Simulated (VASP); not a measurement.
Wanted: the native input for a VASP 6.6.1 run.

- Task: electric field gradients
- Functional: PBE
- Potentials or basis: VASP PAW PBE potentials, release 64 (Ba_sv, Ti_sv, O)
- Cutoff: 520 eV
- k mesh: 9 × 9 × 9
- Occupations: fermi-dirac, width 0.05 eV
- Spin: no spin polarisation
- Dipole correction: no
- Further INCAR settings: ALGO = Normal; EDIFF = 1e-08; NBANDS = 28

The structure of BaTiO3 lies in POSCAR:

```
BaTiO3
1.0
    2.8182110027      1.6270948810      2.3099799394
   -2.8182110027      1.6270948810      2.3099799394
    0.0000000000     -3.2541897621      2.3099799394
Ba Ti O
1 1 3
Direct
    0.0000000000      0.0000000000      0.0000000000
    0.5140000000      0.5140000000      0.5140000000
    0.4916000000      0.4916000000      0.9815000000
    0.4916000000      0.9815000000      0.4916000000
    0.9815000000      0.4916000000      0.4916000000
```

This cell differs from its parent crystal: volume scaled by 0.99.

One way to write it, as run:

INCAR

```
SYSTEM = BaTiO3
  PREC = Accurate
  ENCUT = 520
  EDIFF = 1E-8
  ISMEAR = -1
  SIGMA = 0.05
  LREAL = .FALSE.
  LASPH = .TRUE.
  NELM = 80
  ALGO = Normal
  ISIF = 2
  LWAVE = .FALSE.
  LCHARG = .FALSE.
  GGA = PE
  LEFG = .TRUE.
  NBANDS = 28
```

KPOINTS

```
regular mesh
0
G
  9 9 9
  0 0 0
```

Potentials or basis: VASP PAW PBE potentials, release 64 (Ba_sv, Ti_sv, O).

Command:

```bash
$ cat potpaw_PBE.64/Ba_sv/POTCAR potpaw_PBE.64/Ti_sv/POTCAR potpaw_PBE.64/O/POTCAR > POTCAR
$ mpirun -np 1 vasp_std > vasp.out
```

It gave:

```json
{
  "Pressure": "8.7 GPa",
  "Largest force": "0.285 eV/Å",
  "Band gap on the k mesh": "2.41 eV, indirect (least direct gap 2.76 eV)"
}
```

Caveat: without QUAD_EFG the Cq values of the log hold for a quadrupole moment of 1 mb, not for the nuclei; spin-orbit coupling is left out, which moves the levels of the heavy elements.

It took 100 s on 1 thread of Intel(R) Xeon(R) Platinum 8559C (Emerald Rapids), with other jobs on the host, peak memory 0.27 GiB.
